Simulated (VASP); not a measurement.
# CuSi16 (a cell with a defect) in VASP: notebook, part 2 of 2

VASP 6.6.1.

### Step 4. Single point, PBE

Contents of INCAR:

```
SYSTEM = CuSi16
  PREC = Accurate
  ENCUT = 520
  EDIFF = 1E-6
  ISMEAR = 0
  SIGMA = 0.05
  LREAL = Auto
  LASPH = .True.
  NELM = 80
  ALGO = Normal
  ISIF = 2
  LWAVE = .False.
  LCHARG = .False.
  GGA = PE
  NELECT = 74.0
  NBANDS = 52
```

Contents of KPOINTS:

```
regular mesh
0
Gamma
  2 2 2
  0 0 0
```

Contents of POSCAR:

```
CuSi16
1.0
    0.0000000000      5.4300000000      5.4300000000
    5.4300000000      0.0000000000      5.4300000000
    5.4300000000      5.4300000000      0.0000000000
Si Cu
16 1
Direct
    0.0054633517     -0.0062101289     -0.0048379374
    0.1329520258      0.1242774401      0.1247542357
   -0.0028362799     -0.0075515654      0.4971427256
    0.1194197053      0.1225701657      0.6192948435
   -0.0028845304      0.4964088398     -0.0077272560
    0.1186000000      0.6184583794      0.1232338858
   -0.0039887661      0.4954018416      0.4962841621
    0.1200273481      0.6206945672      0.6204558932
    0.5127186924      0.0128472376      0.0127453959
    0.6368574586      0.1364370166      0.1362860037
    0.4953475138     -0.0059449355      0.5048261510
    0.6247395948      0.1244736648      0.6328615101
    0.4944511971      0.5048405157     -0.0054810313
    0.6246308471      0.6330479742      0.1248013812
    0.4918301105      0.4965976980      0.4972442910
    0.6229145488      0.6186252302      0.6186322284
    0.3903102210      0.8885406077      0.8890608656
```

Potentials or basis: VASP PAW PBE potentials, release 64 (Si, Cu).

On the command line:

```console
$ cat potpaw_PBE.64/Si/POTCAR potpaw_PBE.64/Cu/POTCAR > POTCAR
$ mpirun -np 1 vasp_std > vasp.out
```

OUTCAR:

```text
SYSTEM = CuSi16
   PREC = Accurate
   ENCUT = 520
   EDIFF = 1E-6
   ISMEAR = 0
   LREAL = Auto
   LASPH = .True.
   NELM = 80
   ISIF = 2
   GGA = PE
   NELECT = 74.0

 ion  position               nearest neighbor table
   1  0.005  0.994  0.995-  10 2.32   6 2.35   4 2.36   2 2.43  17 2.43
   2  0.133  0.124  0.125-   5 2.34   3 2.34   9 2.39   1 2.43  17 2.57
   3  0.997  0.992  0.497-   8 2.33   2 2.34  12 2.34   4 2.35
   4  0.119  0.123  0.619-   7 2.34   3 2.35   1 2.36  11 2.36  17 2.95
   5  0.997  0.496  0.992-   8 2.33   2 2.34  14 2.34   6 2.35
   6  0.119  0.618  0.123-   7 2.34   5 2.35   1 2.35  13 2.36  17 2.96
   7  0.996  0.495  0.496-   4 2.34   6 2.34  16 2.34   8 2.34
   8  0.120  0.621  0.620-   3 2.33  15 2.33   5 2.33   7 2.34
   9  0.513  0.013  0.013-  17 2.32  10 2.33  14 2.39   2 2.39  12 2.39
  10  0.637  0.136  0.136-  13 2.32  11 2.32   1 2.32   9 2.33
  11  0.495  0.994  0.505-  10 2.32  16 2.36   4 2.36  17 2.43  12 2.43
  12  0.625  0.124  0.633-  15 2.34   3 2.34   9 2.39  11 2.43  17 2.56
  13  0.494  0.505  0.995-  10 2.32   6 2.36  16 2.36  17 2.43  14 2.44
  14  0.625  0.633  0.125-  15 2.34   5 2.34   9 2.39  13 2.44  17 2.56
  15  0.492  0.497  0.497-   8 2.33  12 2.34  14 2.34  16 2.35
[... 212 lines left out ...]
      3      -3.5037      2.00000
      4      -3.4751      2.00000
      5      -3.4669      2.00000
      6      -2.0431      2.00000
[... 405 lines left out ...]
     48      10.5034      0.00000
     49      10.5052      0.00000
 [bands above 49 left out]

------------------------ aborting loop because EDIFF is reached ----------------------------------------

  FORCE on cell =-STRESS in cart. coord.  units (eV):
  Direction    XX          YY          ZZ          XY          YZ          ZX
  --------------------------------------------------------------------------------------
  -------------------------------------------------------------------------------------
  Total       -1.8000797     -1.7927015     -1.7789381      0.2251501      0.1896258      0.3155750
  in kB       -9.0068480     -8.9699304     -8.9010643      1.1265572      0.9488082      1.5790055
  external PRESSURE =      -8.9592809 kB  Pullay stress =       0.0000000 kB

 VOLUME and BASIS-vectors are now :
 -----------------------------------------------------------------------------
  energy-cutoff  :      520.00
  volume of cell :      320.21
      direct lattice vectors                 reciprocal lattice vectors
     0.000000000  5.430000000  5.430000000    -0.092081031  0.092081031  0.092081031
     5.430000000  0.000000000  5.430000000     0.092081031 -0.092081031  0.092081031
     5.430000000  5.430000000  0.000000000     0.092081031  0.092081031 -0.092081031

 POSITION                                       TOTAL-FORCE (eV/Angst)
 -----------------------------------------------------------------------------------
     10.80001      5.43340      5.42594         0.014508     -0.032347      0.002675
      1.35224      1.39934      1.39676         0.006096      0.016415      0.003583
      8.08848      8.11408     10.80359         0.009780     -0.002936      0.003998
      4.02833      4.01122      1.31400        -0.012010      0.008913     -0.006944
      8.08354     10.80238      8.10984         0.030767     -0.012318     -0.001464
      4.02739      1.31316      4.00223        -0.015744      0.025002     -0.000450
[... 9 lines left out ...]
      6.71831      6.74160      6.74156        -0.001478      0.024421     -0.010775
      9.65238      6.94699      6.94416        -0.021968     -0.029951     -0.026010
 -----------------------------------------------------------------------------------
    total drift:                                0.002689      0.004629      0.001441

  FREE ENERGIE OF THE ION-ELECTRON SYSTEM (eV)
  ---------------------------------------------------
  free  energy   TOTEN  =       -94.2204520056 eV

  energy  without entropy=      -94.2204519894  energy(sigma->0) =      -94.22045200
```

OSZICAR:

```text
N       E                     dE             d eps       ncg     rms          rms(c)
DAV:   1     0.329834335236E+03    0.32983E+03   -0.27563E+04   832   0.123E+03
[... 11 lines left out ...]
DAV:  13    -0.942256789673E+02   -0.68772E-02   -0.66453E-02  1344   0.474E+00    0.534E-01
DAV:  14    -0.942210923751E+02    0.45866E-02   -0.17770E-02  1304   0.285E+00    0.233E-01
DAV:  15    -0.942206083347E+02    0.48404E-03   -0.27096E-03  1336   0.799E-01    0.105E-01
DAV:  16    -0.942205460868E+02    0.62248E-04   -0.38075E-04  1336   0.155E-01    0.673E-02
DAV:  17    -0.942204683460E+02    0.77741E-04   -0.96968E-05  1288   0.274E-01    0.346E-02
DAV:  18    -0.942204503948E+02    0.17951E-04   -0.88041E-05  1344   0.186E-01    0.980E-03
DAV:  19    -0.942204513399E+02   -0.94512E-06   -0.24764E-05  1264   0.556E-02    0.287E-03
DAV:  20    -0.942204520056E+02   -0.66574E-06   -0.85875E-07   632   0.258E-02
   1 F= -.94220452E+02 E0= -.94220452E+02  d E =-.161776E-07
```

Run time: 2.9 min. Hardware: 1 thread of Intel Xeon 6975P-C (Granite Rapids), shared host; peak memory 0.49 GiB.

Results:

```
Free energy   : -94.2205 eV
Largest force : 0.045 eV/Å
```

Forces in eV/Å, atoms in the order of the input:
```
Si   0.015 -0.032  0.003
Si   0.006  0.016  0.004
Si   0.010 -0.003  0.004
Si  -0.012  0.009 -0.007
Si   0.031 -0.012 -0.001
Si  -0.016  0.025  0.000
Si   0.002 -0.019  0.000
Si  -0.016  0.000 -0.015
Si   0.013  0.014  0.013
Si   0.005  0.010  0.007
Si   0.006 -0.032  0.013
Si  -0.001  0.014  0.009
Si   0.002  0.015 -0.002
Si  -0.018  0.010 -0.017
Si  -0.002 -0.008  0.029
Si  -0.001  0.024 -0.011
Cu  -0.022 -0.030 -0.026
```

Caveat: the k points lie up to 0.50 Å⁻¹ apart; the cell carries a net charge on a neutralising background, which shifts energy and pressure; the cell is charged against a uniform background, so pressure and absolute levels hang on convention.

### Step 5. Single point, PBE

Contents of INCAR:

```
SYSTEM = CuSi16
PREC = Accurate
ENCUT = 520
EDIFF = 1E-6
ISMEAR = 0
SIGMA = 0.05
LREAL = Auto
LASPH = .TRUE.
NELM = 100
ALGO = Normal
ISIF = 2
LWAVE = .FALSE.
LCHARG = .TRUE.
GGA = PE
LELF = .TRUE.
LVHAR = .TRUE.
NELECT = 74.0
NBANDS = 52
```

Contents of KPOINTS:

```
regular mesh
0
G
  2 2 2
  0 0 0
```

Contents of POSCAR:

```
CuSi16
1.0
    0.0000000000      5.4300000000      5.4300000000
    5.4300000000      0.0000000000      5.4300000000
    5.4300000000      5.4300000000      0.0000000000
Si Cu
16 1
Direct
   -0.0147965009      0.0046607735      0.0054127072
    0.1108702578      0.1279628913      0.1283895948
    0.0073666667     -0.0080303867      0.5006248619
    0.1109438306      0.1277609576      0.6335815838
    0.0072597606      0.5003253223     -0.0079046961
    0.1108972376      0.6327208103      0.1284322284
    0.0073143646      0.5000806630      0.5006731123
    0.1633883057      0.6120711786      0.6125242173
    0.4853371087      0.0062918048      0.0061660221
    0.6117924494      0.1292025783      0.1297651934
    0.4853764273      0.0059826888      0.5026987109
    0.6190974217      0.1203077348      0.6305499079
    0.4853602210      0.5021482505      0.0062001842
    0.6193472376      0.6305021179      0.1196455801
    0.5348169429      0.4886570902      0.4879618785
    0.6190846225      0.6301059853      0.6306076427
    0.7921516575      0.7364323204      0.7351197974
```

Potentials or basis: VASP PAW PBE potentials, release 64 (Si, Cu).

On the command line:

```console
$ cat potpaw_PBE.64/Si/POTCAR potpaw_PBE.64/Cu/POTCAR > POTCAR
$ mpirun -np 1 vasp_std > vasp.out
```

OUTCAR:

```text
SYSTEM = CuSi16
   PREC = Accurate
   ENCUT = 520
   EDIFF = 1E-6
   ISMEAR = 0
   LREAL = Auto
   LASPH = .TRUE.
   NELM = 100
   ISIF = 2
   GGA = PE
   NELECT = 74.0

 ion  position               nearest neighbor table
   1  0.985  0.005  0.005-   4 2.33   6 2.33   2 2.33  10 2.34
   2  0.111  0.128  0.128-   1 2.33   3 2.34   5 2.34   9 2.35
   3  0.007  0.992  0.501-   2 2.34   4 2.34   8 2.39  12 2.43  17 2.56
   4  0.111  0.128  0.634-   1 2.33   7 2.34   3 2.34  11 2.35
   5  0.007  0.500  0.992-   2 2.34   6 2.34   8 2.39  14 2.43  17 2.57
   6  0.111  0.633  0.128-   1 2.33   7 2.34   5 2.34  13 2.35
   7  0.007  0.500  0.501-   6 2.34   4 2.34   8 2.39  16 2.43  17 2.56
   8  0.163  0.612  0.613-  17 2.33  15 2.33   5 2.39   3 2.39   7 2.39
   9  0.485  0.006  0.006-  10 2.34   2 2.35  12 2.36  14 2.36  17 2.95
  10  0.612  0.129  0.130-  11 2.34  13 2.34   9 2.34   1 2.34
  11  0.485  0.006  0.503-  10 2.34   4 2.35  16 2.36  12 2.36  17 2.94
  12  0.619  0.120  0.631-  15 2.32   9 2.36  11 2.36  17 2.43   3 2.43
  13  0.485  0.502  0.006-  10 2.34   6 2.35  16 2.36  14 2.36  17 2.95
  14  0.619  0.631  0.120-  15 2.32  13 2.36   9 2.36  17 2.43   5 2.43
  15  0.535  0.489  0.488-  14 2.32  12 2.32  16 2.32   8 2.33
  16  0.619  0.630  0.631-  15 2.32  13 2.36  11 2.36  17 2.43   7 2.43
  17  0.792  0.736  0.735-   8 2.33  12 2.43  16 2.43  14 2.43   3 2.56   7 2.56   5 2.57  11 2.94
                             9 2.95  13 2.95

  LATTYP: Found a face centered cubic cell.
 ALAT       =    10.8600000000

  Lattice vectors:

 A1 = (   0.0000000000,   5.4300000000,   5.4300000000)
 A2 = (   5.4300000000,   0.0000000000,   5.4300000000)
 A3 = (   5.4300000000,   5.4300000000,   0.0000000000)

Analysis of symmetry for initial positions (statically):
[... 5 lines left out ...]
 face centered cubic supercell.

 Subroutine GETGRP returns: Found  1 space group operations
 (whereof  1 operations were pure point group operations)
 out of a pool of 48 trial point group operations.

The static configuration has the point symmetry C_1 .

Analysis of symmetry for dynamics (positions and initial velocities):
[... 5 lines left out ...]
 face centered cubic supercell.

 Subroutine GETGRP returns: Found  1 space group operations
 (whereof  1 operations were pure point group operations)
 out of a pool of 48 trial point group operations.

The dynamic configuration has the point symmetry C_1 .

 Subroutine INISYM returns: Found  1 space group operations
 (whereof  1 operations are pure point group operations),
 and found     1 'primitive' translations

----------------------------------------------------------------------------------------

                                     Primitive cell

  volume of cell :     320.2060

  direct lattice vectors                    reciprocal lattice vectors
     0.000000000  5.430000000  5.430000000    -0.092081031  0.092081031  0.092081031
     5.430000000  0.000000000  5.430000000     0.092081031 -0.092081031  0.092081031
     5.430000000  5.430000000  0.000000000     0.092081031  0.092081031 -0.092081031

  length of vectors
     7.679179644  7.679179644  7.679179644     0.159489025  0.159489025  0.159489025

  position of ions in fractional coordinates (direct lattice)
     0.985203499  0.004660773  0.005412707
     0.110870258  0.127962891  0.128389595
     0.007366667  0.991969613  0.500624862
[... 66 lines left out ...]
  0.000000  0.000000  0.500000      1.000000
  0.500000  0.500000  0.500000      1.000000
  0.500000  0.500000  0.000000      1.000000
  0.000000  0.500000  0.500000      1.000000
  0.500000  0.000000  0.500000      1.000000
   k-points           NKPTS =      8   k-points in BZ     NKDIM =      8   number of bands    NBANDS=     52
   number of dos      NEDOS =    301   number of ions     NIONS =     17
   total plane-waves  NPLWV = 216000
   dimension x,y,z NGX =    60 NGY =   60 NGZ =   60
   dimension x,y,z NGXF=   120 NGYF=  120 NGZF=  120
   ions per type =              16   1
   NGX,Y,Z   is equivalent  to a cutoff of  12.99, 12.99, 12.99 a.u.
   NGXF,Y,Z  is equivalent  to a cutoff of  25.98, 25.98, 25.98 a.u.
 SYSTEM =  CuSi16
   PREC   = accura    normal or accurate (medium, high low for compatibility)
   ISTART =      0    job   : 0-new  1-cont  2-samecut
   ICHARG =      2    charge: 1-file 2-atom 10-const
   ISPIN  =      1    spin polarized calculation?
   LNONCOLLINEAR =      F non collinear calculations
   LSORBIT =      F    spin-orbit coupling
   LASPH  =      T    aspherical Exc in radial PAW
   ENCUT  =  520.0 eV  38.22 Ry    6.18 a.u.  14.28 14.28 14.28*2*pi/ulx,y,z
   NELM   =    100;   NELMIN=  2; NELMDL= -5     # of ELM steps
   EDIFF  = 0.1E-05   stopping-criterion for ELM
   LREAL  =      T    real-space projection
   EDIFFG = 0.1E-04   stopping-criterion for IOM
   NSW    =      0    number of steps for IOM
   IBRION =     -1    ionic relax: 0-MD 1-quasi-New 2-CG
   NFREE  =      0    steps in history (QN), initial steepest desc. (CG)
   ISIF   =      2    stress and relaxation
   ISYM   =      2    0-nonsym 1-usesym 2-fastsym
   POTIM  = 0.5000    time-step for ionic-motion
   TEBEG  =    0.0;   TEEND  =   0.0 temperature during run
   PSTRESS=    0.0 pullay stress
   NELECT =      74.0000    total number of electrons
   NUPDOWN=      -1.0000    fix difference up-down
   EMIN   =  10.00;   EMAX   =-10.00  energy-range for DOS
   EFERMI =   0.00;   METHOD = LEGACY
   ISMEAR =     0;   SIGMA  =   0.05  broadening in eV -4-tet -1-fermi 0-gaus
   EFERMI_NEDOS =   21; number of points for ismear=-14 and -15
   IALGO  =     38    algorithm
   IMIX   =      4    mixing-type and parameters
     AMIX     =   0.40;   BMIX     =  1.00
     AMIX_MAG =   1.60;   BMIX_MAG =  1.00
  volume/ion in A,a.u.               =      18.84       127.11
  Fermi-wavevector in a.u.,A,eV,Ry     =   1.004636  1.898488 13.732283  1.009294
  Thomas-Fermi vector in A             =   2.137265
   LORBIT       =      0    0 simple, 1 ext, 2 COOP (PROOUT), +10 PAW based schemes
   GGA     = PE    functional components
   LHFCALC =     F    Hartree Fock is set to
   AEXX    =    0.0000 exact exchange contribution
   IVDW    =     0    specifies the selected vdW correction
   LEPSILON=     F    determine dielectric tensor
   LRPA    =     F    only Hartree local field effects (RPA)
 non-spin polarized calculation
 Gauss-broadening in eV      SIGMA  =   0.05
  energy-cutoff  :      520.00
  volume of cell :      320.21
 maximum number of plane-waves:      8646
 NGX is ok and might be reduce to    60
   NGX = 29   NGY = 29   NGZ = 29

 number of electron      74.0000003 magnetization

 Free energy of the ion-electron system (eV)
  ---------------------------------------------------
  ext. energy  EPLUGINS =         0.00000000
  ---------------------------------------------------
  free energy    TOTEN  =       -94.22057409 eV

  energy without entropy =      -94.22057407  energy(sigma->0) =      -94.22057408

 E-fermi :   6.3799     XC(G=0):  -9.6083

 val. band max:        6.1975005346   @ k =   0.0000   0.0000   0.0000
 cond. band min:       6.5601638379   @ k =   0.0000   0.0000   0.0000
 fundamental gap:      0.3626633033
 Fermi energy:         6.3799051138

 k-point     1 :       0.0000    0.0000    0.0000
  band No.  band energies     occupation
      1      -5.8943      2.00000
      2      -3.5495      2.00000
      3      -3.5042      2.00000
      4      -3.4713      2.00000
      5      -3.4703      2.00000
      6      -2.0433      2.00000
[... 405 lines left out ...]
     48      10.5020      0.00000
     49      10.5083      0.00000
 [bands above 49 left out]

------------------------ aborting loop because EDIFF is reached ----------------------------------------

  FORCE on cell =-STRESS in cart. coord.  units (eV):
  Direction    XX          YY          ZZ          XY          YZ          ZX
  --------------------------------------------------------------------------------------
  -------------------------------------------------------------------------------------
  Total       -1.7919913     -1.8232777     -1.7901272     -0.2115131      0.2042359     -0.2341030
  in kB       -8.9663772     -9.1229211     -8.9570498     -1.0583232      1.0219112     -1.1713536
  external PRESSURE =      -9.0154494 kB  Pullay stress =       0.0000000 kB

 VOLUME and BASIS-vectors are now :
 -----------------------------------------------------------------------------
  energy-cutoff  :      520.00
  volume of cell :      320.21
      direct lattice vectors                 reciprocal lattice vectors
     0.000000000  5.430000000  5.430000000    -0.092081031  0.092081031  0.092081031
     5.430000000  0.000000000  5.430000000     0.092081031 -0.092081031  0.092081031
     5.430000000  5.430000000  0.000000000     0.092081031  0.092081031 -0.092081031

 POSITION                                       TOTAL-FORCE (eV/Angst)
 -----------------------------------------------------------------------------------
      0.05470      5.37905      5.37496         0.002271      0.004896     -0.001497
      1.39199      1.29918      1.29686        -0.003116     -0.002077      0.006192
      8.10479      2.75839      5.42640         0.005589      0.001077     -0.000679
      4.13409      4.04277      1.29617        -0.003960     -0.005449      0.002665
      8.10384      5.42650      2.75619         0.002684      0.007503     -0.002386
      4.13306      1.29956      4.03785        -0.006289     -0.002989      0.002676
[... 9 lines left out ...]
      6.84568      6.78583      6.78311        -0.013825     -0.010101     -0.000015
      7.99053      8.29308      8.30021         0.007227     -0.005724     -0.006829
 -----------------------------------------------------------------------------------
    total drift:                               -0.005045      0.004128      0.004221

  FREE ENERGIE OF THE ION-ELECTRON SYSTEM (eV)
  ---------------------------------------------------
  free  energy   TOTEN  =       -94.2205740900 eV

  energy  without entropy=      -94.2205740738  energy(sigma->0) =      -94.22057408
```

Run time: 2.7 min. Hardware: 1 thread of Intel Xeon 6975P-C (Granite Rapids), shared host; peak memory 0.49 GiB.

What came out:

```
Free energy   : -94.2206 eV
Largest force : 0.017 eV/Å
```

Forces in eV/Å, atoms in the order of the input:
```
Si   0.002  0.005 -0.001
Si  -0.003 -0.002  0.006
Si   0.006  0.001 -0.001
Si  -0.004 -0.005  0.003
Si   0.003  0.008 -0.002
Si  -0.006 -0.003  0.003
Si   0.000  0.003 -0.003
Si  -0.006 -0.001  0.005
Si   0.000  0.007 -0.003
Si   0.001 -0.004 -0.002
Si   0.000  0.007  0.002
Si  -0.001 -0.010  0.012
Si   0.005  0.007  0.001
Si   0.004  0.001 -0.004
Si   0.007  0.002 -0.007
Si  -0.014 -0.010  0.000
Cu   0.007 -0.006 -0.007
```

Levels at points of the mesh, in eV from the Fermi level:
```tsv
k point	band 34	band 35	band 36	band 37	band 38	band 39	band 40	band 41
(0.00, 0.00, 0.00)	-0.88	-0.64	-0.19	-0.18	0.18	0.61	0.61	0.64
(0.50, 0.00, 0.00)	-0.91	-0.91	-0.72	-0.72	0.42	1.26	1.34	1.34
(0.00, 0.50, 0.00)	-0.89	-0.84	-0.76	-0.67	0.59	1.09	1.29	1.33
(0.00, 0.00, 0.50)	-0.89	-0.84	-0.76	-0.67	0.59	1.09	1.29	1.33
(0.50, 0.50, 0.50)	-0.89	-0.84	-0.76	-0.67	0.59	1.09	1.29	1.33
(0.50, 0.50, 0.00)	-1.52	-1.43	-1.41	-0.95	0.67	1.06	2.03	2.07
(0.00, 0.50, 0.50)	-1.52	-1.43	-1.41	-0.95	0.67	1.06	2.03	2.07
(0.50, 0.00, 0.50)	-1.51	-1.44	-1.40	-0.96	0.67	1.06	2.03	2.07
```

Caveat: the k points lie up to 0.50 Å⁻¹ apart; the cell carries a net charge on a neutralising background, which shifts energy and pressure; the cell is charged against a uniform background, so pressure and absolute levels hang on convention.
